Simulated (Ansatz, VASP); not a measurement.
## One calculation of GePbSe2, two programs

POSCAR

```
GePbSe2
1.0
    2.0796469236      1.2006847111      6.8689716706
   -2.0796469236      1.2006847111      6.8689716706
    0.0000000000     -2.4013694223      6.8689716706
Ge Pb Se
1 1 2
Direct
    1.0000000000      0.0000000000      0.0000000000
    0.5000000000      0.5000000000      0.5000000000
    0.2586079003      0.2586079003      0.2586079003
    0.7413920997      0.7413920997      0.7413920997
```

File INCAR.step1:

```
SYSTEM = GePbSe2
ALGO = Normal
EDIFF = 1E-4
ENCUT = 520
GGA = PE
ISMEAR = -1
LASPH = .TRUE.
LCHARG = .FALSE.
LREAL = .FALSE.
LWAVE = .TRUE.
NBANDS = 28
NELM = 100
PREC = Accurate
SIGMA = 0.02
```

File INCAR.step2:

```
SYSTEM = GePbSe2
ALGO = Normal
EDIFF = 1E-6
ENCUT = 520
ISIF = 2
ISMEAR = -1
ISTART = 1
LASPH = .TRUE.
LCHARG = .FALSE.
LMIXTAU = .TRUE.
LREAL = .FALSE.
LWAVE = .FALSE.
METAGGA = R2SCAN
NBANDS = 28
NELM = 100
PREC = Accurate
SIGMA = 0.02
```

File KPOINTS:

```
k-points
0
G
  8 8 8
  0 0 0
```

Input for Ansatz:

```yaml
crystal:
  lattice:
    - [2.0796469236, 1.2006847111, 6.8689716706]
    - [-2.0796469236, 1.2006847111, 6.8689716706]
    - [0.0, -2.4013694223, 6.8689716706]
  atoms:
    - { symbol: Ge, position: [1.0, 0.0, 0.0] }
    - { symbol: Pb, position: [0.5, 0.5, 0.5] }
    - { symbol: Se, position: [0.2586079003, 0.2586079003, 0.2586079003] }
    - { symbol: Se, position: [0.7413920997, 0.7413920997, 0.7413920997] }
kpoints:
  mp_grid: { grid: [8, 8, 8] }
  band_path:
    path:
      - [0.0, 0.0, 0.0]
      - [0.5, 0.5, 0.5]
      - [0.8129636981, 0.1870363019, 0.5]
      - [0.5, -0.1870363019, 0.1870363019]
      - [0.5, 0.0, 0.0]
      - [0.3435181509, -0.3435181509, 0.0]
      - [0.6564818491, 0.0, 0.3435181509]
      - [0.5, 0.0, 0.5]
      - [0.0, 0.5, 0.5]
    npoints: 1
hamiltonian:
  xc: r2scan
scf:
  occupations: { method: fermi_dirac, width: 0.02 }
  n_extra_bands: 5
output:
  forces: true
  stress: true
  eigenvalues: true
```

Alike in both runs: task single point; functional r2SCAN; k mesh 8 × 8 × 8; occupations fermi-dirac, width 0.02 eV; no spin polarisation.

```csv
,VASP,Ansatz
version,VASP 6.6.1,Ansatz 0.2.0
potentials or method,"VASP PAW PBE potentials, release 64 (Ge_d, Pb_d, Se)","plane waves, PAW"
plane-wave cutoff (eV),520,500
valence electrons in the cell,40,60
```

Ansatz gave:

* pressure (GPa): 0.0
* rms of the force components (eV/Å): 0.001

Estimate VASP's values.

pressure (GPa): 0.0; rms of the force components (eV/Å): 0.004.

VASP's potentials were made for PBE, not for r2SCAN. Atom by atom the forces differ by 0.003 eV/Å (rms over components). With one functional, cell and mesh, what is left measures potentials, basis and numerics. VASP's potentials hold 40 valence electrons a cell and Ansatz's 60, so a difference there can come from the potentials and not from the codes.

Spin-orbit coupling is off throughout.
